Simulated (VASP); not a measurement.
Wanted: the native input for a VASP 6.6.1 run.

* Task: single point
* Functional: PBE
* Potentials or basis: VASP PAW PBE potentials, release 64 (Hf_pv, N)
* Cutoff: 520 eV
* k mesh: 10 × 10 × 6
* Occupations: fermi-dirac, width 0.05 eV
* Spin: no spin polarisation
* Dipole correction: no
* Further INCAR settings: ALGO = Normal; EDIFF = 1e-07; NBANDS = 23

The structure of HfN (NiAs type) lies in POSCAR:

```
HfN
1.0
    2.7794724730      0.0000000000      0.0000000000
   -1.3897362365      2.4070937708      0.0000000000
    0.0000000000      0.0000000000      5.2685046498
Hf N
2 2
Direct
    0.0000000000      0.0000000000      0.0000000000
    0.0000000000      0.0000000000      0.5000000000
    0.3333333333      0.6666666667      0.2500000000
    0.6666666667      0.3333333333      0.7500000000
```

The input as run:

INCAR

```
PREC = Accurate
ENCUT = 520
EDIFF = 1E-7
ISMEAR = -1
SIGMA = 0.05
LREAL = F
LASPH = T
NELM = 60
ALGO = Normal
ISIF = 2
LWAVE = F
LCHARG = F
GGA = PE
NBANDS = 23
```

KPOINTS

```
regular mesh
0
Gamma
  10 10 6
```

Potentials or basis: VASP PAW PBE potentials, release 64 (Hf_pv, N).

Run with:

```bash
$ cat potpaw_PBE.64/Hf_pv/POTCAR potpaw_PBE.64/N/POTCAR > POTCAR
$ mpirun -np 1 vasp_std > vasp.out
```

Results of the run:

```
Pressure               : 151.6 GPa
Band gap on the k mesh : zero (bands 15 and 16 overlap by 2.50 eV)
```

Caveat: the cell stands under pressure; spin-orbit coupling is left out, which moves the levels of the heavy elements.

Run time: 78 s on 1 thread of Intel Xeon 8259CL, with other jobs on the host, peak memory 0.19 GiB.
